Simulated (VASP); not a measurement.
Write the native input for VASP 6.6.1 that does the following.

```yaml
Task: single point
Functional: r2SCAN
Potentials_or_basis: VASP PAW PBE potentials, release 64 (Cu, I)
Cutoff: 520 eV
k_mesh: 4 × 4 × 6
Occupations: gaussian, width 0.01 eV
Spin: no spin polarisation
Dipole_correction: no
Further_INCAR_settings: ALGO = Normal; EDIFF = 1e-06; NBANDS = 26
```

CuI:

```xyz
4
Lattice="3.7456 -3.7234 0.0000 3.7456 3.7234 0.0000 0.0000 0.0000 4.3213" Properties=species:S:1:pos:R:3 pbc="T T T"
Cu    3.7456    0.5925    3.2410
Cu    3.7456   -0.5925    1.0803
I     3.7456   -2.0110    3.2410
I     3.7456    2.0110    1.0803
```

These files were run (other wordings do the same):

POSCAR

```
CuI
1.0
    3.7455706426     -3.7234152799      0.0000000000
    3.7455706426      3.7234152799      0.0000000000
    0.0000000000      0.0000000000      4.3213070686
Cu I
2 2
Direct
    0.4204390000      0.5795610000      0.7500000000
    0.5795610000      0.4204390000      0.2500000000
    0.7700430000      0.2299570000      0.7500000000
    0.2299570000      0.7700430000      0.2500000000
```

INCAR.step1

```
PREC     = Accurate       # precision mode
ENCUT    = 520            # plane-wave cutoff, eV
ISMEAR   = 0              # smearing method
SIGMA    = 0.01           # smearing width, eV
LREAL    = F              # projectors in reciprocal space
LASPH    = T              # aspherical terms in the spheres
NELM     = 100            # most SCF steps
NBANDS   = 26             # bands
GGA      = PE             # functional
ALGO     = Normal         # electronic algorithm
EDIFF    = 1E-4           # SCF threshold, eV
LWAVE    = T              # write WAVECAR
LCHARG   = F              # write CHGCAR
```

INCAR.step2

```
PREC     = Accurate       # precision mode
ENCUT    = 520            # plane-wave cutoff, eV
EDIFF    = 1E-6           # SCF threshold, eV
ISMEAR   = 0              # smearing method
SIGMA    = 0.01           # smearing width, eV
LREAL    = F              # projectors in reciprocal space
LASPH    = T              # aspherical terms in the spheres
NELM     = 100            # most SCF steps
ALGO     = Normal         # electronic algorithm
ISIF     = 2              # what is computed and relaxed
LWAVE    = F              # write WAVECAR
LCHARG   = F              # write CHGCAR
METAGGA  = R2SCAN         # meta-GGA
LMIXTAU  = T            
NBANDS   = 26             # bands
ISTART   = 1
```

KPOINTS

```
Automatic mesh
0
Gamma
  4 4 6
```

Potentials or basis: VASP PAW PBE potentials, release 64 (Cu, I).

The run is started by

```bash
$ cat potpaw_PBE.64/Cu/POTCAR potpaw_PBE.64/I/POTCAR > POTCAR
$ cp INCAR.step1 INCAR
$ mpirun -np 1 vasp_std > vasp.out
$ cp INCAR.step2 INCAR
$ mpirun -np 1 vasp_std > vasp.out
```

It gave:

```yaml
Pressure: -0.3 GPa
Largest_force: 0.086 eV/Å
Band_gap_on_the_k_mesh: 1.39 eV, direct
```

Caveat: the PAW data sets were made with another functional, which shifts forces and pressure a little; spin-orbit coupling is left out, which moves the levels of the heavy elements.

Wall time 3.7 min on 1 thread of Intel(R) Xeon(R) Platinum 8375C CPU @ 2.90GHz (Ice Lake), on a shared host, peak memory 0.27 GiB.
